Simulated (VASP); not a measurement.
Wanted: the native input for a VASP 6.6.1 run.

```yaml
Task: single point
Functional: r2SCAN0
Potentials_or_basis: VASP PAW PBE potentials, release 64 (Se, Zn)
Cutoff: 520 eV
k_mesh: 4 × 4 × 4
Occupations: fermi-dirac, width 0.05 eV
Spin: no spin polarisation
Dipole_correction: no
Grid_for_exact_exchange_PRECFOCK: Normal
Further_INCAR_settings: ALGO = Normal; EDIFF = 1e-07; NBANDS = 16
Share_of_exact_exchange: 0.25
```

The system is ZnSe.

```
CELL_PARAMETERS angstrom
0.00000 2.83380 2.83380
2.83380 0.00000 2.83380
2.83380 2.83380 0.00000
ATOMIC_POSITIONS crystal
Se 0.75000 0.75000 0.75000
Zn 0.00000 0.00000 0.00000
```

The input as run:

POSCAR

```
ZnSe
1.0
    0.0000000000      2.8338000000      2.8338000000
    2.8338000000      0.0000000000      2.8338000000
    2.8338000000      2.8338000000      0.0000000000
Se Zn
1 1
Direct
    0.7500000000      0.7500000000      0.7500000000
    0.0000000000      0.0000000000      0.0000000000
```

INCAR.step1

```
SYSTEM = ZnSe
  PREC = Accurate
  ENCUT = 520
  EDIFF = 1E-5
  ISMEAR = -1
  SIGMA = 0.05
  LREAL = .FALSE.
  LASPH = .TRUE.
  NELM = 80
  ALGO = Normal
  ISIF = 2
  LWAVE = .TRUE.
  LCHARG = .FALSE.
  NBANDS = 16
  GGA = PE
```

INCAR.step2

```
SYSTEM = ZnSe
  PREC = Accurate
  ENCUT = 520
  EDIFF = 1E-7
  ISMEAR = -1
  SIGMA = 0.05
  LREAL = .FALSE.
  LASPH = .TRUE.
  NELM = 80
  ALGO = Normal
  ISIF = 2
  LWAVE = .FALSE.
  LCHARG = .FALSE.
  METAGGA = R2SCAN
  LHFCALC = .TRUE.
  AEXX = 0.25
  LMIXTAU = .TRUE.
  PRECFOCK = Normal
  NBANDS = 16
  ISTART = 1
```

KPOINTS

```
Automatic mesh
0
G
  4 4 4
  0 0 0
```

Potentials or basis: VASP PAW PBE potentials, release 64 (Se, Zn).

Command:

```console
$ cat potpaw_PBE.64/Se/POTCAR potpaw_PBE.64/Zn/POTCAR > POTCAR
$ cp INCAR.step1 INCAR
$ mpirun -np 1 vasp_std > vasp.out
$ cp INCAR.step2 INCAR
$ mpirun -np 1 vasp_std > vasp.out
```

Results of the run:

```yaml
Pressure: -0.1 GPa
Band_gap_on_the_k_mesh: 3.49 eV
```

Caveat: the k points lie up to 0.48 Å⁻¹ apart; the PAW data sets were made with another functional, which shifts forces and pressure a little.

Run time: 9.7 min on 1 thread of Intel(R) Xeon(R) Platinum 8259CL CPU @ 2.50GHz (Skylake/Cascade Lake) (shared host), peak memory 0.18 GiB.
